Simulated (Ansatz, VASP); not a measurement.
**One calculation of TaN, two programs**

```
CELL_PARAMETERS angstrom
2.87802 0.00000 0.00000
-1.43901 2.49244 0.00000
0.00000 0.00000 2.82415
ATOMIC_POSITIONS crystal
Ta 0.33333 0.66667 0.50000
N 0.00000 0.00000 0.00000
```

Change from the starting cell: volume scaled by 0.94, PAW files.

Alike in both runs: task electric field gradients; functional PBEsol; k mesh 12 × 12 × 10; occupations fermi-dirac, width 0.02 eV; no spin polarisation.

|  | VASP | Ansatz |
| --- | --- | --- |
| version | VASP 6.6.1 | Ansatz 0.2.0 |
| potentials or method | VASP PAW PBE potentials, release 64 (Ta_sv_GW, N) | PAW with Ansatz's default frozen-core files, scalar-relativistic |
| plane-wave cutoff (eV) | 520 | 420 |
| valence electrons in the cell | 18 | 18 |

```tsv
	VASP	Ansatz	Ansatz less VASP
pressure (GPa)	19.3	19.4	+0.11
traceless stress, the component that is largest in VASP (GPa)	1.83	1.71	-0.121
size of Vzz on the site where it differs most (V/Å²)	26.0	42.6	+16.56
```

VASP's potentials were made for PBE, not for PBEsol.

Neither program's run includes spin-orbit coupling.
